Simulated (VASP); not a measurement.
Write the native input for VASP 6.6.1 that does the following.

```yaml
Task: single point
Functional: revPBE
Dispersion: D3(BJ)
Potentials_or_basis: VASP PAW PBE potentials, release 64 (Ti_sv)
Cutoff: 500 eV
k_mesh: 10 × 10 × 6
Occupations: fermi-dirac, width 0.05 eV
Spin: no spin polarisation
Dipole_correction: no
Further_INCAR_settings: ALGO = Normal; EDIFF = 1e-06; NBANDS = 19
```

The structure of Ti lies in POSCAR:

```
Ti
1.0
    2.8636554463      0.0000000000      0.0000000000
   -1.4318277232      2.4799983642      0.0000000000
    0.0000000000      0.0000000000      4.5248146942
Ti
2
Direct
    0.6666666667      0.3333333333      0.7500000000
    0.3333333333      0.6666666667      0.2500000000
```

The input as run:

INCAR

```
PREC     = Accurate       # precision mode
ENCUT    = 500            # plane-wave cutoff, eV
EDIFF    = 1E-6           # SCF threshold, eV
ISMEAR   = -1             # smearing method
SIGMA    = 0.05           # smearing width, eV
LREAL    = False          # projectors in reciprocal space
LASPH    = True           # aspherical terms in the spheres
NELM     = 120            # most SCF steps
ALGO     = Normal         # electronic algorithm
ISIF     = 2              # what is computed and relaxed
LWAVE    = False          # write WAVECAR
LCHARG   = True           # write CHGCAR
GGA      = RE             # functional
IVDW     = 12             # dispersion correction
LELF     = True           # ELF
LVHAR    = True         
NBANDS   = 19             # bands
GGA_COMPAT= False
```

KPOINTS

```
Automatic mesh
0
Gamma
  10 10 6
```

Potentials or basis: VASP PAW PBE potentials, release 64 (Ti_sv).

Command:

```sh
$ cat potpaw_PBE.64/Ti_sv/POTCAR > POTCAR
$ mpirun -np 1 vasp_std > vasp.out
```

Results of the run:

The pressure is -0.4 GPa. The band gap on the k mesh is zero (band 12 reaches 10.09 eV, above the bottom of band 13 at 9.07 eV) and the dispersion energy per atom is -1.215 eV.

Caveat: the PAW data sets were made with another functional, which shifts forces and pressure a little; pairwise dispersion overbinds metals, which lowers pressure and volume.

Run time: 28 s on 1 thread of Intel(R) Xeon(R) Platinum 8488C (Sapphire Rapids) (shared host), peak memory 0.17 GiB.
